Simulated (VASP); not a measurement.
# Cs (Pm-3m) in VASP: further runs

Runs on Cs. Level: PBE. Tasks: single point, relaxation of cell and atoms.

Program: VASP 6.6.1. These are calculated values, not measurements. Logs are shortened: lines on timing, memory, paths and dates and some standing lists are left out, and cuts for length are marked.

## Step 1: The cell of the first run

Symmetry: Pm-3m, No. 221, cubic system. The conventional cell has a = 5.012 Å, b = 5.012 Å, c = 5.012 Å, α = 90.00°, β = 90.00°, γ = 90.00°.

This isn't the form of Cs at room conditions, which is bcc.

## Step 2: Single point, PBE

File INCAR:

```
SYSTEM = Cs
PREC = Accurate ; ENCUT = 520
EDIFF = 1E-6 ; ISMEAR = -1
SIGMA = 0.08 ; LREAL = .False.
LASPH = .True. ; NELM = 100
ALGO = Normal ; ISIF = 2
LWAVE = .False. ; LCHARG = .False.
GGA = PE ; NBANDS = 10
```

File KPOINTS:

```
regular mesh
0
Gamma
  8 8 8
  0 0 0
```

File POSCAR:

```
Cs
1.0
    5.0116119450      0.0000000000      0.0000000000
    0.0000000000      5.0116119450      0.0000000000
    0.0000000000      0.0000000000      5.0116119450
Cs
1
Direct
    0.0000000000      0.0000000000      0.0000000000
```

Potentials or basis: VASP PAW PBE potentials, release 64 (Cs_sv).

Run with:

```bash
$ cat potpaw_PBE.64/Cs_sv/POTCAR > POTCAR
$ mpirun -np 1 vasp_std > vasp.out
```

OUTCAR:

```text
SYSTEM = Cs
   PREC = Accurate
   ENCUT = 520
   EDIFF = 1E-6
   ISMEAR = -1
   LREAL = .False.
   LASPH = .True.
   NELM = 100
   ISIF = 2
   GGA = PE

 ion  position               nearest neighbor table
   1  0.000  0.000  0.000-

  LATTYP: Found a simple cubic cell.
 ALAT       =     5.0116119450

  Lattice vectors:

 A1 = (   5.0116119450,   0.0000000000,   0.0000000000)
 A2 = (   0.0000000000,   5.0116119450,   0.0000000000)
 A3 = (   0.0000000000,   0.0000000000,   5.0116119450)

Analysis of symmetry for initial positions (statically):
=====================================================================
 Subroutine PRICEL returns:
 Original cell was already a primitive cell.

 Routine SETGRP: Setting up the symmetry group for a
 simple cubic supercell.

 Subroutine GETGRP returns: Found 48 space group operations
 (whereof 48 operations were pure point group operations)
 out of a pool of 48 trial point group operations.

The static configuration has the point symmetry O_h .

Analysis of symmetry for dynamics (positions and initial velocities):
=====================================================================
 Subroutine PRICEL returns:
 Original cell was already a primitive cell.

 Routine SETGRP: Setting up the symmetry group for a
 simple cubic supercell.

 Subroutine GETGRP returns: Found 48 space group operations
 (whereof 48 operations were pure point group operations)
 out of a pool of 48 trial point group operations.

The dynamic configuration has the point symmetry O_h .

 Subroutine INISYM returns: Found 48 space group operations
 (whereof 48 operations are pure point group operations),
 and found     1 'primitive' translations

----------------------------------------------------------------------------------------

                                     Primitive cell

  volume of cell :     125.8729

  direct lattice vectors                    reciprocal lattice vectors
     5.011611945  0.000000000  0.000000000     0.199536598  0.000000000  0.000000000
     0.000000000  5.011611945  0.000000000     0.000000000  0.199536598  0.000000000
     0.000000000  0.000000000  5.011611945     0.000000000  0.000000000  0.199536598

  length of vectors
     5.011611945  5.011611945  5.011611945     0.199536598  0.199536598  0.199536598

  position of ions in fractional coordinates (direct lattice)
     0.000000000  0.000000000  0.000000000

  ion indices of the primitive-cell ions
[... 77 lines left out ...]
   NSW    =      0    number of steps for IOM
   IBRION =     -1    ionic relax: 0-MD 1-quasi-New 2-CG
   NFREE  =      0    steps in history (QN), initial steepest desc. (CG)
   ISIF   =      2    stress and relaxation
   ISYM   =      2    0-nonsym 1-usesym 2-fastsym
   POTIM  = 0.5000    time-step for ionic-motion
   TEBEG  =    0.0;   TEEND  =   0.0 temperature during run
   PSTRESS=    0.0 pullay stress
   NELECT =       9.0000    total number of electrons
   NUPDOWN=      -1.0000    fix difference up-down
   EMIN   =  10.00;   EMAX   =-10.00  energy-range for DOS
   EFERMI =   0.00;   METHOD = LEGACY
   ISMEAR =    -1;   SIGMA  =   0.08  broadening in eV -4-tet -1-fermi 0-gaus
   EFERMI_NEDOS =   21; number of points for ismear=-14 and -15
   IALGO  =     38    algorithm
   IMIX   =      4    mixing-type and parameters
     AMIX     =   0.40;   BMIX     =  1.00
     AMIX_MAG =   1.60;   BMIX_MAG =  1.00
  volume/ion in A,a.u.               =     125.87       849.43
  Fermi-wavevector in a.u.,A,eV,Ry     =   0.679482  1.284036  6.281761  0.461696
  Thomas-Fermi vector in A             =   1.757693
   LORBIT       =      0    0 simple, 1 ext, 2 COOP (PROOUT), +10 PAW based schemes
   GGA     = PE    functional components
   LHFCALC =     F    Hartree Fock is set to
   AEXX    =    0.0000 exact exchange contribution
   IVDW    =     0    specifies the selected vdW correction
   LEPSILON=     F    determine dielectric tensor
   LRPA    =     F    only Hartree local field effects (RPA)
 non-spin polarized calculation
  energy-cutoff  :      520.00
  volume of cell :      125.87
 maximum number of plane-waves:      3448
 NGX is ok and might be reduce to    40
   NGX = 19   NGY = 19   NGZ = 19

 number of electron       8.9999999 magnetization

 Free energy of the ion-electron system (eV)
  ---------------------------------------------------
  ext. energy  EPLUGINS =         0.00000000
  ---------------------------------------------------
  free energy    TOTEN  =        -0.77084158 eV

  energy without entropy =       -0.74746788  energy(sigma->0) =       -0.75915473

 E-fermi :   0.2661     XC(G=0):  -5.1739

 val. band max:        0.2104877918   @ k =   0.5000   0.1250   0.0000
 cond. band min:       0.3583518802   @ k =   0.5000   0.1250   0.1250
 fundamental gap:      0.1478640885
 Fermi energy:         0.2660874219

 k-point     1 :       0.0000    0.0000    0.0000
  band No.  band energies     occupation
      1     -23.7871      2.00000
      2     -10.5186      2.00000
      3     -10.5186      2.00000
      4     -10.5186      2.00000
      5      -1.3254      2.00000
      6       1.6143      0.00000
      7       1.6143      0.00000
      8       4.4989      0.00000
      9       4.4989      0.00000
     10       4.4989      0.00000
[... 287 lines left out ...]
 k-point    24 :       0.5000    0.3750    0.1250
  band No.  band energies     occupation
      1     -23.7742      2.00000
      2     -10.6596      2.00000
      3     -10.6347      2.00000
      4     -10.5156      2.00000
      5       0.7016      0.00861
      6       1.2683      0.00001
      7       2.1110      0.00000
      8       2.3368      0.00000
      9       3.4684      0.00000
     10       3.5348      0.00000

 [... further k-points ...]

------------------------ aborting loop because EDIFF is reached ----------------------------------------

  FORCE on cell =-STRESS in cart. coord.  units (eV):
  Direction    XX          YY          ZZ          XY          YZ          ZX
  --------------------------------------------------------------------------------------
  -------------------------------------------------------------------------------------
  Total        0.0183447      0.0183447      0.0183447     -0.0000000      0.0000000     -0.0000000
  in kB        0.2335013      0.2335013      0.2335013     -0.0000000      0.0000000     -0.0000000
  external PRESSURE =       0.2335013 kB  Pullay stress =       0.0000000 kB

 VOLUME and BASIS-vectors are now :
 -----------------------------------------------------------------------------
  energy-cutoff  :      520.00
  volume of cell :      125.87
      direct lattice vectors                 reciprocal lattice vectors
     5.011611945  0.000000000  0.000000000     0.199536598  0.000000000  0.000000000
     0.000000000  5.011611945  0.000000000     0.000000000  0.199536598  0.000000000
     0.000000000  0.000000000  5.011611945     0.000000000  0.000000000  0.199536598

 POSITION                                       TOTAL-FORCE (eV/Angst)
 -----------------------------------------------------------------------------------
      0.00000      0.00000      0.00000         0.000000      0.000000      0.000000
 -----------------------------------------------------------------------------------
    total drift:                               -0.000000     -0.000000     -0.000000

  FREE ENERGIE OF THE ION-ELECTRON SYSTEM (eV)
  ---------------------------------------------------
  free  energy   TOTEN  =        -0.7708415766 eV

  energy  without entropy=       -0.7474678764  energy(sigma->0) =       -0.75915473
```

stdout:

```text
POSCAR found type information on POSCAR Cs
 POSCAR found :  1 types and       1 ions
 scaLAPACK will be used
 LDA part: xc-table for (Slater+PW92), standard interpolation
 POSCAR, INCAR and KPOINTS ok, starting setup
 FFT: planning ... GRIDC
 FFT: planning ... GRID_SOFT
 FFT: planning ... GRID
 WAVECAR not read
 entering main loop
```

Wall time 48 s (1 thread of Intel Xeon 8259CL, shared host); peak memory 0.24 GiB.

What came out:

* Free energy: -0.7708 eV
* Pressure: 0.0 GPa
* Band gap on the k mesh: zero (an odd number of electrons rules out a gap without spin polarisation)

Caveat: spin-orbit coupling is left out, which moves the levels of the heavy elements.

## Step 3: Single point, PBE (125.87 Å³/atom)

File INCAR:

```
ALGO     = Normal         # electronic algorithm
EDIFF    = 1E-6           # SCF threshold, eV
ENCUT    = 520            # plane-wave cutoff, eV
GGA      = PE             # functional
ISIF     = 2              # what is computed and relaxed
ISMEAR   = -1             # smearing method
LASPH    = T              # aspherical terms in the spheres
LCHARG   = F              # write CHGCAR
LREAL    = F              # projectors in reciprocal space
LWAVE    = F              # write WAVECAR
NBANDS   = 10             # bands
NELM     = 100            # most SCF steps
PREC     = Accurate       # precision mode
SIGMA    = 0.08           # smearing width, eV
```

File KPOINTS:

```
k-points
0
Gamma
  8 8 8
```

POSCAR is that of step 2.

Potentials or basis: VASP PAW PBE potentials, release 64 (Cs_sv).

Run with:

```bash
$ cat potpaw_PBE.64/Cs_sv/POTCAR > POTCAR
$ mpirun -np 1 vasp_std > vasp.out
```

Wall time 51 s (1 thread of Intel Xeon 8259CL, shared host); peak memory 0.25 GiB.

It converged, with:

```yaml
Free_energy: -0.7708 eV
Pressure: 0.0 GPa
Band_gap_on_the_k_mesh: zero (an odd number of electrons rules out a gap without spin polarisation)
```

Levels at points of the mesh, in eV from the Fermi level:
| k point | band 1 | band 2 | band 3 | band 4 | band 5 | band 6 | band 7 | band 8 |
| --- | --- | --- | --- | --- | --- | --- | --- | --- |
| (0.00, 0.00, 0.00) | -24.05 | -10.78 | -10.78 | -10.78 | -1.59 | 1.35 | 1.35 | 4.23 |
| (0.50, 0.00, 0.00) | -24.05 | -10.95 | -10.77 | -10.77 | -0.20 | 0.41 | 1.76 | 2.85 |
| (0.50, 0.50, 0.00) | -24.04 | -10.93 | -10.93 | -10.76 | 0.35 | 1.16 | 1.98 | 1.98 |
| (0.50, 0.50, 0.50) | -24.03 | -10.91 | -10.91 | -10.91 | 1.08 | 1.08 | 1.08 | 2.96 |

Caveat: spin-orbit coupling is left out, which moves the levels of the heavy elements.

## Step 4: Relaxation of cell and atoms, PBE

File INCAR:

```
SYSTEM = Cs
  PREC = Accurate
  ENCUT = 600
  EDIFF = 1E-6
  ISMEAR = -1
  SIGMA = 0.08
  LREAL = .FALSE.
  LASPH = .TRUE.
  NELM = 60
  ALGO = Normal
  ISIF = 3
  LWAVE = .FALSE.
  LCHARG = .FALSE.
  GGA = PE
  IBRION = 2
  NSW = 60
  EDIFFG = -0.005
```

File KPOINTS:

```
regular mesh
0
G
  8 8 8
  0 0 0
```

POSCAR is that of step 3.

Run with:

```bash
$ cat potpaw_PBE.64/Cs_sv/POTCAR > POTCAR
$ mpirun -np 1 vasp_std > vasp.out
```

It took 1.9 min on 1 thread of Intel Xeon 8259CL, shared host; peak memory 0.27 GiB.

The run converged. Its results:

| Quantity | Value |
| --- | --- |
| Free energy | -0.7710 eV |
| Relaxed volume | 127.95 Å³/atom |
| Relaxed cell | a = 5.039 Å, b = 5.039 Å, c = 5.039 Å, α = 90.00°, β = 90.00°, γ = 90.00° |
| Space group after relaxing (to 0.1 Å) | Pm-3m (No. 221) |
| Energy gained by relaxing | 0.2 meV/atom |
| Ionic steps | 4 |
| Pressure after relaxing | 0.0 GPa |
| Band gap on the k mesh | zero (an odd number of electrons rules out a gap without spin polarisation) |

Step by step:
| step | energy change (eV) | largest force (eV/Å) | pressure (GPa) | volume (Å³) |
| --- | --- | --- | --- | --- |
| 1 | 0.0000 | 0.0000 | 0.03 | 125.87 |
| 2 | -0.0001 | 0.0000 | 0.02 | 126.25 |
| 3 | -0.0002 | 0.0000 | 0.01 | 127.40 |
| 4 | -0.0002 | 0.0000 | 0.00 | 127.95 |

Final structure:
```cif
data_structure
_symmetry_space_group_name_H-M 'P 1'
_symmetry_Int_Tables_number 1
_cell_length_a 5.0391
_cell_length_b 5.0391
_cell_length_c 5.0391
_cell_angle_alpha 90.000
_cell_angle_beta 90.000
_cell_angle_gamma 90.000
_cell_volume 127.95
loop_
_atom_site_label
_atom_site_type_symbol
_atom_site_fract_x
_atom_site_fract_y
_atom_site_fract_z
_atom_site_occupancy
Cs1 Cs 0.00000 0.00000 0.00000 1
```

Levels at points of the mesh, in eV from the Fermi level:
```tsv
k point	band 2	band 3	band 4	band 5	band 6	band 7
(0.00, 0.00, 0.00)	-10.79	-10.79	-10.79	-1.57	1.35	1.35
(0.50, 0.00, 0.00)	-10.95	-10.78	-10.78	-0.20	0.41	1.76
(0.50, 0.50, 0.00)	-10.93	-10.93	-10.77	0.37	1.15	1.95
(0.50, 0.50, 0.50)	-10.91	-10.91	-10.91	1.09	1.09	1.09
```

Caveat: spin-orbit coupling is left out, which moves the levels of the heavy elements.

## Step 5: Single point, PBE (50.35 Å³/atom)

This run uses another cell than the first one, of 50.35 Å³/atom.

File INCAR:

```
  ALGO = Normal
  EDIFF = 1E-6
  ENCUT = 520
  GGA = PE
  ISIF = 2
  ISMEAR = -1
  LASPH = True
  LCHARG = False
  LREAL = False
  LWAVE = False
  NBANDS = 10
  NELM = 60
  PREC = Accurate
  SIGMA = 0.08
```

File KPOINTS:

```
k-points
0
Gamma
  8 8 8
```

File POSCAR:

```
Cs
1.0
    3.6925872529      0.0000000000      0.0000000000
    0.0000000000      3.6925872529      0.0000000000
    0.0000000000      0.0000000000      3.6925872529
Cs
1
Direct
    0.0000000000      0.0000000000      0.0000000000
```

Run with:

```bash
$ cat potpaw_PBE.64/Cs_sv/POTCAR > POTCAR
$ mpirun -np 1 vasp_std > vasp.out
```

Run time: 11 s. Hardware: 1 thread of Intel Xeon Platinum 8259CL at 2.50GHz (Skylake/Cascade Lake), shared host; peak memory 0.15 GiB.

Results (log left out):

* Free energy: -0.1806 eV
* Pressure: 4.0 GPa
* Band gap on the k mesh: zero (an odd number of electrons rules out a gap without spin polarisation)

Levels at points of the mesh, in eV from the Fermi level:
| k point | band 2 | band 3 | band 4 | band 5 | band 6 | band 7 | band 8 | band 9 |
| --- | --- | --- | --- | --- | --- | --- | --- | --- |
| (0.00, 0.00, 0.00) | -10.03 | -10.03 | -10.03 | -1.91 | 0.83 | 0.83 | 7.62 | 7.62 |
| (0.50, 0.00, 0.00) | -11.89 | -9.83 | -9.83 | 0.48 | 1.72 | 1.95 | 4.03 | 4.03 |
| (0.50, 0.50, 0.00) | -11.55 | -11.55 | -9.64 | -1.14 | 2.18 | 4.89 | 4.89 | 5.21 |
| (0.50, 0.50, 0.50) | -11.26 | -11.26 | -11.26 | 0.29 | 0.29 | 0.29 | 3.59 | 10.31 |

Caveat: the cell stands under pressure; spin-orbit coupling is left out, which moves the levels of the heavy elements.

## Step 6: Single point, PBE (50.35 Å³/atom)

This run uses another cell than the first one, of 50.35 Å³/atom.

File INCAR:

```
SYSTEM = Cs
  ALGO = Normal
  EDIFF = 1E-7
  ENCUT = 520
  GGA = PE
  ISIF = 2
  ISMEAR = -1
  LASPH = .TRUE.
  LCHARG = .FALSE.
  LREAL = .FALSE.
  LWAVE = .FALSE.
  NBANDS = 10
  NELM = 80
  PREC = Accurate
  SIGMA = 0.08
```

File KPOINTS:

```
k-points
0
G
  8 8 8
  0 0 0
```

POSCAR is that of step 5.

Potentials or basis: VASP PAW PBE potentials, release 64 (Cs_sv).

Run with:

```bash
$ cat potpaw_PBE.64/Cs_sv/POTCAR > POTCAR
$ mpirun -np 1 vasp_std > vasp.out
```

Wall time 14 s (1 thread of Intel Xeon Platinum 8259CL at 2.50GHz (Skylake/Cascade Lake), shared host); peak memory 0.16 GiB.

The run converged. Its results:

* Free energy: -0.1806 eV
* Pressure: 4.0 GPa
* Band gap on the k mesh: zero (an odd number of electrons rules out a gap without spin polarisation)

Levels at points of the mesh, in eV from the Fermi level:
```csv
k point,band 3,band 4,band 5,band 6,band 7,band 8
"(0.00, 0.00, 0.00)",-10.03,-10.03,-1.91,0.83,0.83,7.62
"(0.50, 0.00, 0.00)",-9.83,-9.83,0.48,1.72,1.95,4.03
"(0.50, 0.50, 0.00)",-11.55,-9.64,-1.14,2.18,4.89,4.89
"(0.50, 0.50, 0.50)",-11.26,-11.26,0.29,0.29,0.29,3.59
```

Caveat: the cell stands under pressure; spin-orbit coupling is left out, which moves the levels of the heavy elements.

## Step 7: Summary

| task | cell | cutoff (eV) | gap on the mesh (eV) | pressure (GPa) |
| --- | --- | --- | --- | --- |
| single point | a = 5.012 Å, 1 atom | 520 | none | 0.0 |
| relaxation of cell and atoms | relaxed from a = 5.012 Å, 1 atom | 600 | none | 0.0 |
| single point | a = 3.693 Å, 1 atom | 520 | none | 4.0 |

Alike in all rows: level PBE; potentials or basis VASP PAW PBE potentials, release 64 (Cs_sv); no spin polarisation; k mesh 8 × 8 × 8; smearing fermi-dirac 0.08 eV.

Caveats: spin-orbit coupling is left out, which moves the levels of the heavy elements; the cell stands under pressure (at least some runs).

Total energies depend on the potentials used, so only differences within one code and one set of settings carry meaning.
